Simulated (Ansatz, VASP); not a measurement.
**PbO2: VASP beside Ansatz**

The input INCAR:

```
ALGO     = Normal         # electronic algorithm
EDIFF    = 1E-6           # SCF threshold, eV
ENCUT    = 520            # plane-wave cutoff, eV
GGA      = PS             # functional
GGA_COMPAT= F            
ISIF     = 2              # what is computed and relaxed
ISMEAR   = -1             # smearing method
LASPH    = T              # aspherical terms in the spheres
LCHARG   = T              # write CHGCAR
LORBIT   = 11             # projections on sites
LORBMOM  = T            
LREAL    = F              # projectors in reciprocal space
LSORBIT  = T              # spin-orbit coupling
LVHAR    = T            
LWAVE    = F              # write WAVECAR
MAGMOM   = 0 0 0 0 0 0 0 0 0 # initial moments
NBANDS   = 39             # bands
NELM     = 150            # most SCF steps
PREC     = Accurate       # precision mode
SIGMA    = 0.05           # smearing width, eV
```

Contents of KPOINTS:

```
k-points
0
Gamma
  9 9 9
```

The input POSCAR:

```
PbO2
1.0
    0.0000000000      2.7019920000      2.7019920000
    2.7019920000      0.0000000000      2.7019920000
    2.7019920000      2.7019920000      0.0000000000
Pb O
1 2
Direct
    0.0000000000      0.0000000000      0.0000000000
    0.7500000000      0.7500000000      0.7500000000
    0.2500000000      0.2500000000      0.2500000000
```

input.yaml

```yaml
crystal:
  lattice:
    - [0.0, 2.701992, 2.701992]
    - [2.701992, 0.0, 2.701992]
    - [2.701992, 2.701992, 0.0]
  atoms:
    - { symbol: Pb, position: [0.0, 0.0, 0.0] }
    - { symbol: O, position: [0.75, 0.75, 0.75] }
    - { symbol: O, position: [0.25, 0.25, 0.25] }
hamiltonian:
  xc: pbesol
  pseudopotentials: { kind: paw_fr }
magnetization:
  noncollinear: true
  spin_orbit: true
kpoints:
  mp_grid: { grid: [9, 9, 9] }
  band_path:
    path:
      - [[0.0, 0.0, 0.0], [0.5, 0.0, 0.5], [0.5, 0.25, 0.75], [0.375, 0.375, 0.75], [0.0, 0.0, 0.0], [0.5, 0.5, 0.5], [0.625, 0.25, 0.625], [0.5, 0.25, 0.75], [0.5, 0.5, 0.5], [0.375, 0.375, 0.75]]
      - [[0.625, 0.25, 0.625], [0.5, 0.0, 0.5]]
    npoints: 14
scf:
  occupations: { method: fermi_dirac, width: 0.05 }
  n_extra_bands: 7
output:
  forces: true
  stress: true
  eigenvalues: true
  fatbands: false
```

Alike in both runs: functional PBEsol; k mesh 9 × 9 × 9; occupations fermi-dirac, width 0.05 eV; non-collinear spin, spin-orbit coupling.

```csv
,VASP,Ansatz
version,VASP 6.6.1,Ansatz 0.2.0
potentials or method,"VASP PAW PBE potentials, release 64 (Pb_d, O)",Ansatz PAW
plane-wave cutoff (eV),520,420
valence electrons in the cell,26,26
task,single point,band structure
```

VASP gave:

```
pressure (GPa)           : -5.8
net moment per atom (μB) : 0.00
```

Estimate Ansatz's values.

pressure (GPa): -6.1; net moment per atom (μB): 0.00.

VASP's potentials were made for PBE, not for PBEsol. The functional is the same, so the differences come from potentials, cutoffs and numerics.
